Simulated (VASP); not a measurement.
# Ti (Fm-3m) in VASP: further runs, part 2 of 2

VASP 6.6.1. Earlier steps stand in the parts before.

## (3) Single point, PBE

INCAR

```
SYSTEM = Ti
PREC = Accurate
ENCUT = 520
EDIFF = 1E-7
ISMEAR = -1
SIGMA = 0.03
LREAL = .False.
LASPH = .True.
NELM = 80
ALGO = Normal
ISIF = 2
LWAVE = .False.
LCHARG = .False.
GGA = PE
NBANDS = 12
```

KPOINTS

```
regular mesh
0
Gamma
  14 14 14
  0 0 0
```

POSCAR

```
Ti
1.0
    0.0000000000      2.0545745385      2.0545745385
    2.0545745385      0.0000000000      2.0545745385
    2.0545745385      2.0545745385      0.0000000000
Ti
1
Direct
    0.0000000000      0.0000000000      0.0000000000
```

Potentials or basis: VASP PAW PBE potentials, release 64 (Ti_sv).

On the command line:

```console
> cat potpaw_PBE.64/Ti_sv/POTCAR > POTCAR
> mpirun -np 1 vasp_std > vasp.out
```

OUTCAR:

```text
SYSTEM = Ti
   PREC = Accurate
   ENCUT = 520
   EDIFF = 1E-7
   ISMEAR = -1
   LREAL = .False.
   LASPH = .True.
   NELM = 80
   ISIF = 2
   GGA = PE

 ion  position               nearest neighbor table
   1  0.000  0.000  0.000-

  LATTYP: Found a face centered cubic cell.
 ALAT       =     4.1091490770

  Lattice vectors:

 A1 = (   0.0000000000,   2.0545745385,   2.0545745385)
 A2 = (   2.0545745385,   0.0000000000,   2.0545745385)
 A3 = (   2.0545745385,   2.0545745385,   0.0000000000)

Analysis of symmetry for initial positions (statically):
[... 33 lines left out ...]
                                     Primitive cell

  volume of cell :      17.3459

  direct lattice vectors                    reciprocal lattice vectors
     0.000000000  2.054574538  2.054574538    -0.243359387  0.243359387  0.243359387
     2.054574538  0.000000000  2.054574538     0.243359387 -0.243359387  0.243359387
     2.054574538  2.054574538  0.000000000     0.243359387  0.243359387 -0.243359387

  length of vectors
     2.905607177  2.905607177  2.905607177     0.421510823  0.421510823  0.421510823

  position of ions in fractional coordinates (direct lattice)
     0.000000000  0.000000000  0.000000000

  ion indices of the primitive-cell ions
   primitive index   ion index
                 1           1

----------------------------------------------------------------------------------------

 KPOINTS: regular mesh

Automatic generation of k-mesh.
 Grid dimensions read from file:
 generate k-points for:   14   14   14

 Generating k-lattice:

  Cartesian coordinates                     Fractional coordinates (reciprocal lattice)
    -0.017382813  0.017382813  0.017382813     0.071428571  0.000000000  0.000000000
     0.017382813 -0.017382813  0.017382813     0.000000000  0.071428571  0.000000000
     0.017382813  0.017382813 -0.017382813     0.000000000  0.000000000  0.071428571

  Length of vectors
     0.030107916  0.030107916  0.030107916

  Shift w.r.t. Gamma in fractional coordinates (k-lattice)
     0.000000000  0.000000000  0.000000000
[... 70 lines left out ...]
     AMIX     =   0.40;   BMIX     =  1.00
     AMIX_MAG =   1.60;   BMIX_MAG =  1.00
  volume/ion in A,a.u.               =      17.35       117.06
  Fermi-wavevector in a.u.,A,eV,Ry     =   1.447894  2.736122 28.523202  2.096396
  Thomas-Fermi vector in A             =   2.565797
   LORBIT       =      0    0 simple, 1 ext, 2 COOP (PROOUT), +10 PAW based schemes
   GGA     = PE    functional components
   LHFCALC =     F    Hartree Fock is set to
   AEXX    =    0.0000 exact exchange contribution
   IVDW    =     0    specifies the selected vdW correction
   LEPSILON=     F    determine dielectric tensor
   LRPA    =     F    only Hartree local field effects (RPA)
 non-spin polarized calculation
  energy-cutoff  :      520.00
  volume of cell :       17.35
 maximum number of plane-waves:       489
 NGX is ok and might be reduce to    24
   NGX = 11   NGY = 11   NGZ = 11

 number of electron      12.0000002 magnetization

 Free energy of the ion-electron system (eV)
  ---------------------------------------------------
  ext. energy  EPLUGINS =         0.00000000
  ---------------------------------------------------
  free energy    TOTEN  =        -7.77920137 eV

  energy without entropy =       -7.77308721  energy(sigma->0) =       -7.77614429

 E-fermi :   8.2323     XC(G=0): -11.5052

 val. band max:        8.2322543289   @ k =   0.2143   0.1429   0.0000
 cond. band min:       8.2398304139   @ k =  -0.4286   0.2857   0.1429
 fundamental gap:      0.0075760850
 Fermi energy:         8.2322806618

 k-point     1 :       0.0000    0.0000    0.0000
  band No.  band energies     occupation
      1     -48.4767      2.00000
      2     -24.3345      2.00000
      3     -24.3345      2.00000
      4     -24.3345      2.00000
      5       2.1348      2.00000
      6       9.1079      0.00000
      7       9.1079      0.00000
      8       9.1079      0.00000
      9      10.7414      0.00000
     10      10.7414      0.00000
     11      23.4869      0.00000
     12      27.9701      0.00000
[... 331 lines left out ...]
 k-point    24 :       0.2857    0.1429    0.0000
  band No.  band energies     occupation
      1     -48.4043      2.00000
      2     -24.6704      2.00000
      3     -24.4232      2.00000
      4     -24.4166      2.00000
      5       4.2592      2.00000
      6       7.9726      1.99965
      7       9.2532      0.00000
      8       9.7459      0.00000
      9      10.4973      0.00000
     10      11.2355      0.00000
     11      21.7961      0.00000
     12      24.2916      0.00000

 [... further k-points ...]
[... 5 lines left out ...]
  --------------------------------------------------------------------------------------
  -------------------------------------------------------------------------------------
  Total       -0.0025906     -0.0025906     -0.0025906      0.0000000      0.0000000      0.0000000
  in kB       -0.2392874     -0.2392874     -0.2392874      0.0000000      0.0000000      0.0000000
  external PRESSURE =      -0.2392874 kB  Pullay stress =       0.0000000 kB

 VOLUME and BASIS-vectors are now :
 -----------------------------------------------------------------------------
  energy-cutoff  :      520.00
  volume of cell :       17.35
      direct lattice vectors                 reciprocal lattice vectors
     0.000000000  2.054574538  2.054574538    -0.243359387  0.243359387  0.243359387
     2.054574538  0.000000000  2.054574538     0.243359387 -0.243359387  0.243359387
     2.054574538  2.054574538  0.000000000     0.243359387  0.243359387 -0.243359387

 POSITION                                       TOTAL-FORCE (eV/Angst)
 -----------------------------------------------------------------------------------
      0.00000      0.00000      0.00000        -0.000000      0.000000      0.000000
 -----------------------------------------------------------------------------------
    total drift:                               -0.000000      0.000000      0.000000

  FREE ENERGIE OF THE ION-ELECTRON SYSTEM (eV)
  ---------------------------------------------------
  free  energy   TOTEN  =        -7.7792013664 eV

  energy  without entropy=       -7.7730872083  energy(sigma->0) =       -7.77614429
```

OSZICAR:

```text
N       E                     dE             d eps       ncg     rms          rms(c)
DAV:   1     0.860825559286E+02    0.86083E+02   -0.64639E+03  2500   0.120E+03
DAV:   2    -0.439107151051E+01   -0.90474E+02   -0.88101E+02  2556   0.296E+02
DAV:   3    -0.868345656687E+01   -0.42924E+01   -0.42433E+01  3408   0.654E+01
DAV:   4    -0.879543512782E+01   -0.11198E+00   -0.11183E+00  2812   0.919E+00
DAV:   5    -0.879869769341E+01   -0.32626E-02   -0.32624E-02  3028   0.136E+00    0.833E+00
DAV:   6    -0.778473448800E+01    0.10140E+01   -0.20713E+00  2708   0.215E+01    0.219E+00
DAV:   7    -0.776977732059E+01    0.14957E-01   -0.10231E-01  3068   0.376E+00    0.128E+00
DAV:   8    -0.777895929885E+01   -0.91820E-02   -0.37943E-02  2628   0.253E+00    0.187E-01
DAV:   9    -0.777919201280E+01   -0.23271E-03   -0.46879E-03  3224   0.807E-01    0.851E-02
DAV:  10    -0.777922537171E+01   -0.33359E-04   -0.24869E-04  2632   0.189E-01    0.237E-02
DAV:  11    -0.777920109330E+01    0.24278E-04   -0.24359E-05  3032   0.606E-02    0.818E-03
DAV:  12    -0.777920088128E+01    0.21201E-06   -0.10416E-06  2764   0.133E-02    0.396E-03
DAV:  13    -0.777920140326E+01   -0.52197E-06   -0.99908E-07  3140   0.102E-02    0.196E-03
DAV:  14    -0.777920136640E+01    0.36860E-07   -0.49335E-08  1732   0.252E-03
   1 F= -.77792014E+01 E0= -.77761443E+01  d E =-.611416E-02
```

It took 13 s on 1 thread of Intel Xeon Platinum 8488C (Sapphire Rapids), shared host; peak memory 0.14 GiB.

Results:

```yaml
Free_energy: -7.7792 eV
Pressure: 0.0 GPa
Band_gap_on_the_k_mesh: zero (band 6 reaches 9.11 eV, above the bottom of band 7 at 7.84 eV)
```

## (4) Single point, PBE, non-collinear spin, zero start, spin-orbit coupling

INCAR

```
PREC = Accurate
ENCUT = 520
EDIFF = 1E-7
ISMEAR = -1
SIGMA = 0.03
LREAL = False
LASPH = True
NELM = 150
ALGO = Normal
ISIF = 2
LWAVE = False
LCHARG = False
LNONCOLLINEAR = True
MAGMOM = 0 0 0
LORBIT = 11
LSORBIT = True
GGA_COMPAT = False
LORBMOM = True
LMAXMIX = 4
GGA = PE
NBANDS = 23
```

KPOINTS

```
Automatic mesh
0
Gamma
  14 14 14
```

POSCAR is that of step 3.

On the command line:

```console
> cat potpaw_PBE.64/Ti_sv/POTCAR > POTCAR
> mpirun -np 1 vasp_ncl > vasp.out
```

Wall time 75 s (1 thread of Intel Xeon Platinum 8488C (Sapphire Rapids), shared host); peak memory 0.23 GiB.

Results (log left out):

| Property | Result |
| --- | --- |
| Free energy | -7.7847 eV |
| Pressure | 0.0 GPa |
| Net moment | 0.00 μB per cell |
| Valence electrons inside the program's atomic spheres | Ti 10.26 |

Moments on the atoms (μB; x, y, z):
```
Ti  0.00 0.00 0.00
```

## (5) The runs side by side

```csv
level,spin,gap on the mesh (eV),pressure (GPa)
PBEsol,off,none,-4.4
PBE,off,none,0.0
PBE,"non-collinear, zero start, SOC",-,0.0
```

Alike in all rows: task single point; potentials or basis VASP PAW PBE potentials, release 64 (Ti_sv); cell as given; k mesh 14 × 14 × 14; cutoff (eV) 520; smearing fermi-dirac 0.03 eV.

The pressure there spans -4.4 GPa (PBEsol) to 0.0 GPa (PBE); a positive pressure means that this level wants a larger cell, a negative one a smaller.

Caveats: the PAW data sets were made with another functional, which shifts forces and pressure a little (some runs).

Absolute energies hang on the potentials; compare differences alone.
